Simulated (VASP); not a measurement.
FeI2, 3 atoms in the cell. The structure is trigonal, space group P-3m1 (No. 164). Conventional cell: a = 3.654 Å, b = 3.654 Å, c = 6.105 Å, α = 90.00°, β = 90.00°, γ = 120.00°. Within 3.4 Å of Fe (site symmetry -3m) lie 6 I at 2.60 Å. Within 3.4 Å of I (site symmetry 3m) lie 3 Fe at 2.60 Å.  This cell differs from its parent crystal: volume scaled by 0.74.

* Program: VASP 6.6.1
* Task: single point
* Functional: PBEsol
* Potentials or basis: VASP PAW PBE potentials, release 64 (Fe, I)
* Cutoff: 520 eV
* k mesh: 8 × 8 × 5
* Occupations: fermi-dirac, width 0.05 eV
* Spin: no spin polarisation
* Dipole correction: no
* Further INCAR settings: ALGO = Normal; EDIFF = 1e-06; NBANDS = 18

Potentials or basis: VASP PAW PBE potentials, release 64 (Fe, I).

Launch:

```console
$ cat potpaw_PBE.64/Fe/POTCAR potpaw_PBE.64/I/POTCAR > POTCAR
$ mpirun -np 1 vasp_std > vasp.out
```

Hardware: 1 thread of Intel(R) Xeon(R) 6975P-C (Granite Rapids), on a shared host.

Task: How long does it take, and how much memory?

Result: It took 21 s on 1 thread of Intel(R) Xeon(R) 6975P-C (Granite Rapids), on a shared host, peak memory 0.21 GiB. Counts: scf iterations 14, k points 40.
